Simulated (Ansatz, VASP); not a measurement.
# One calculation of LiH, two programs

POSCAR

```
LiH
1.0
    0.0000000000      2.0092229770      2.0092229770
    2.0092229770      0.0000000000      2.0092229770
    2.0092229770      2.0092229770      0.0000000000
Li H
1 1
Direct
    0.0000000000      0.0000000000      0.0000000000
    0.5000000000      0.5000000000      0.5000000000
```

INCAR.step1

```
SYSTEM = LiH
ALGO     = Normal         ! electronic algorithm
EDIFF    = 1E-5           ! SCF threshold, eV
ENCUT    = 520            ! plane-wave cutoff, eV
GGA      = PE             ! functional
ISIF     = 2              ! what is computed and relaxed
ISMEAR   = -1             ! smearing method
LASPH    = .TRUE.         ! aspherical terms in the spheres
LCHARG   = .FALSE.        ! write CHGCAR
LREAL    = .FALSE.        ! projectors in reciprocal space
LWAVE    = .TRUE.         ! write WAVECAR
NBANDS   = 9              ! bands
NELM     = 100            ! most SCF steps
PREC     = Accurate       ! precision mode
SIGMA    = 0.05           ! smearing width, eV
```

The input INCAR.step2:

```
SYSTEM = LiH
ALGO     = Normal         ! electronic algorithm
EDIFF    = 1E-7           ! SCF threshold, eV
ENCUT    = 520            ! plane-wave cutoff, eV
GGA      = PE             ! functional
HFSCREEN = 0.2079         ! screening, 1/A
ISIF     = 2              ! what is computed and relaxed
ISMEAR   = -1             ! smearing method
ISTART   = 1            
LASPH    = .TRUE.         ! aspherical terms in the spheres
LCHARG   = .FALSE.        ! write CHGCAR
LHFCALC  = .TRUE.         ! exact exchange
LREAL    = .FALSE.        ! projectors in reciprocal space
LWAVE    = .FALSE.        ! write WAVECAR
NBANDS   = 9              ! bands
NELM     = 100            ! most SCF steps
PREC     = Accurate       ! precision mode
PRECFOCK = Normal       
SIGMA    = 0.05           ! smearing width, eV
```

KPOINTS

```
k-points
0
G
  6 6 6
  0 0 0
```

The input input:

```
crystal:
  lattice:
    - [0.0, 2.009222977, 2.009222977]
    - [2.009222977, 0.0, 2.009222977]
    - [2.009222977, 2.009222977, 0.0]
  atoms:
    - { symbol: Li, position: [0.0, 0.0, 0.0] }
    - { symbol: H, position: [0.5, 0.5, 0.5] }
hamiltonian:
  xc: hse06
  pseudopotentials: { kind: paw }
kpoints:
  mp_grid: { grid: [6, 6, 6] }
scf:
  occupations: { method: fermi_dirac, width: 0.05 }
output:
  forces: true
  stress: true
  eigenvalues: true
```

Alike in both runs: task single point; functional HSE06; k mesh 6 × 6 × 6; occupations fermi-dirac, width 0.05 eV; no spin polarisation.

```csv
,VASP,Ansatz
version,VASP 6.6.1,Ansatz 0.2.0
potentials or method,"VASP PAW PBE potentials, release 64 (Li_sv, H)",Ansatz PAW
plane-wave cutoff (eV),520,420
valence electrons in the cell,4,4
```

|  | VASP | Ansatz | Ansatz less VASP |
| --- | --- | --- | --- |
| gap on the k mesh at the Fermi level (eV) | 3.98 | 3.98 | +0.002 |
| least direct gap on the mesh (eV) | 3.98 | 3.98 | +0.002 |

With one functional, cell and mesh, what is left measures potentials, basis and numerics.

The k mesh is coarse, so the values compare programs but aren't converged. Noted on VASP's run: the cutoff is short for stress, so the pressure is rough.
